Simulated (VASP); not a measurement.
# KCl (Fm-3m) in VASP: notebook, part 2 of 2

VASP 6.6.1. Earlier steps stand in the parts before.

## 4. Electric field gradients, PBEsol (volume scaled by 0.94)

INCAR

```
PREC     = Accurate       # precision mode
ENCUT    = 520            # plane-wave cutoff, eV
EDIFF    = 1E-8           # SCF threshold, eV
ISMEAR   = -1             # smearing method
SIGMA    = 0.03           # smearing width, eV
LREAL    = False          # projectors in reciprocal space
LASPH    = True           # aspherical terms in the spheres
NELM     = 80             # most SCF steps
ALGO     = Normal         # electronic algorithm
ISIF     = 2              # what is computed and relaxed
LWAVE    = False          # write WAVECAR
LCHARG   = False          # write CHGCAR
GGA      = PS             # functional
LEFG     = True         
NBANDS   = 15             # bands
```

KPOINTS

```
Automatic mesh
0
Gamma
  7 7 7
```

POSCAR

```
KCl
1.0
    0.0000000000      3.0916717177      3.0916717177
    3.0916717177      0.0000000000      3.0916717177
    3.0916717177      3.0916717177      0.0000000000
K Cl
1 1
Direct
    0.0000000000      0.0000000000      0.0000000000
    0.5000000000      0.5000000000      0.5000000000
```

Potentials or basis: VASP PAW PBE potentials, release 64 (K_sv, Cl).

On the command line:

```sh
$ cat potpaw_PBE.64/K_sv/POTCAR potpaw_PBE.64/Cl/POTCAR > POTCAR
$ mpirun -np 1 vasp_std > vasp.out
```

OUTCAR:

```text
PREC = Accurate
   ENCUT = 520
   EDIFF = 1E-8
   ISMEAR = -1
   LREAL = False
   LASPH = True
   NELM = 80
   ISIF = 2
   GGA = PS

 ion  position               nearest neighbor table
   1  0.000  0.000  0.000-   2 3.09   2 3.09   2 3.09   2 3.09   2 3.09   2 3.09
   2  0.500  0.500  0.500-   1 3.09   1 3.09   1 3.09   1 3.09   1 3.09   1 3.09

  LATTYP: Found a face centered cubic cell.
 ALAT       =     6.1833434354

  Lattice vectors:

 A1 = (   0.0000000000,   3.0916717177,   3.0916717177)
 A2 = (   3.0916717177,   0.0000000000,   3.0916717177)
 A3 = (   3.0916717177,   3.0916717177,   0.0000000000)

Analysis of symmetry for initial positions (statically):
=====================================================================
 Subroutine PRICEL returns:
 Original cell was already a primitive cell.

 Routine SETGRP: Setting up the symmetry group for a
 face centered cubic supercell.

[... 541 lines left out ...]
  volume of cell :       59.10
      direct lattice vectors                 reciprocal lattice vectors
     0.000000000  3.091671718  3.091671718    -0.161724803  0.161724803  0.161724803
     3.091671718  0.000000000  3.091671718     0.161724803 -0.161724803  0.161724803
     3.091671718  3.091671718  0.000000000     0.161724803  0.161724803 -0.161724803

 POSITION                                       TOTAL-FORCE (eV/Angst)
 -----------------------------------------------------------------------------------
      0.00000      0.00000      0.00000         0.000000      0.000000      0.000000
      3.09167      3.09167      3.09167        -0.000000     -0.000000     -0.000000
 -----------------------------------------------------------------------------------
    total drift:                                0.000000      0.000000      0.000000

  FREE ENERGIE OF THE ION-ELECTRON SYSTEM (eV)
  ---------------------------------------------------
  free  energy   TOTEN  =        -7.0191071816 eV

  energy  without entropy=       -7.0191071816  energy(sigma->0) =       -7.01910718

 Electric field gradients (V/A^2)
---------------------------------------------------------------------
 ion       V_xx      V_yy      V_zz      V_xy      V_xz      V_yz
---------------------------------------------------------------------
   1       0.000    -0.000    -0.000     0.000     0.000     0.000
   2       0.000    -0.000    -0.000     0.001     0.001     0.001
---------------------------------------------------------------------

 Electric field gradients after diagonalization (V/A^2)
 (convention: |V_zz| > |V_xx| > |V_yy|)
----------------------------------------------------------------------
 ion       V_xx      V_yy      V_zz     asymmetry (V_yy - V_xx)/ V_zz
----------------------------------------------------------------------
   1      -0.000    -0.000     0.000       0.000
   2      -0.001    -0.001     0.001       0.000
----------------------------------------------------------------------

           NMR quadrupolar parameters

 Cq : quadrupolar parameter    Cq=e*Q*V_zz/h
 eta: asymmetry parameters     (V_yy - V_xx)/ V_zz
 Q  : nuclear electric quadrupole moment in mb (millibarn)
----------------------------------------------------------------------
 ion       Cq(MHz)       eta       Q (mb)
----------------------------------------------------------------------
   1       0.000       0.000       1.000
   2       0.000       0.000       1.000
----------------------------------------------------------------------
```

OSZICAR:

```text
N       E                     dE             d eps       ncg     rms          rms(c)
DAV:   1     0.103783474794E+03    0.10378E+03   -0.72386E+03   600   0.968E+02
DAV:   2    -0.115704050055E+01   -0.10494E+03   -0.97040E+02   775   0.244E+02
DAV:   3    -0.703961174995E+01   -0.58826E+01   -0.58492E+01   832   0.515E+01
DAV:   4    -0.725584122554E+01   -0.21623E+00   -0.21617E+00   899   0.877E+00
DAV:   5    -0.725779790870E+01   -0.19567E-02   -0.19567E-02   853   0.902E-01    0.352E+00
DAV:   6    -0.702186369820E+01    0.23593E+00   -0.33325E-01   761   0.319E+00    0.288E+00
DAV:   7    -0.700897808620E+01    0.12886E-01   -0.77978E-02   810   0.170E+00    0.163E+00
DAV:   8    -0.701818110996E+01   -0.92030E-02   -0.13979E-02   772   0.888E-01    0.198E-01
DAV:   9    -0.701857783821E+01   -0.39673E-03   -0.56428E-04   810   0.151E-01    0.914E-02
DAV:  10    -0.701909995089E+01   -0.52211E-03   -0.53327E-04   649   0.142E-01    0.217E-02
DAV:  11    -0.701910496532E+01   -0.50144E-05   -0.17284E-05   840   0.251E-02    0.140E-02
DAV:  12    -0.701910714171E+01   -0.21764E-05   -0.49336E-06   691   0.131E-02    0.530E-03
DAV:  13    -0.701910717623E+01   -0.34519E-07   -0.54148E-07   733   0.487E-03    0.446E-04
DAV:  14    -0.701910718164E+01   -0.54124E-08   -0.39434E-08   774   0.128E-03
   1 F= -.70191072E+01 E0= -.70191072E+01  d E =-.681293E-12
```

Wall time 14 s (1 thread of Intel Xeon 6975P-C (Granite Rapids), shared host); peak memory 0.2 GiB.

What came out:

```yaml
Free_energy: -7.0191 eV
Pressure: 0.6 GPa
Band_gap_on_the_k_mesh: 5.19 eV, direct
```

Caveat: without QUAD_EFG the Cq values of the log hold for a quadrupole moment of 1 mb, not for the nuclei; the PAW data sets were made with another functional, which shifts forces and pressure a little.
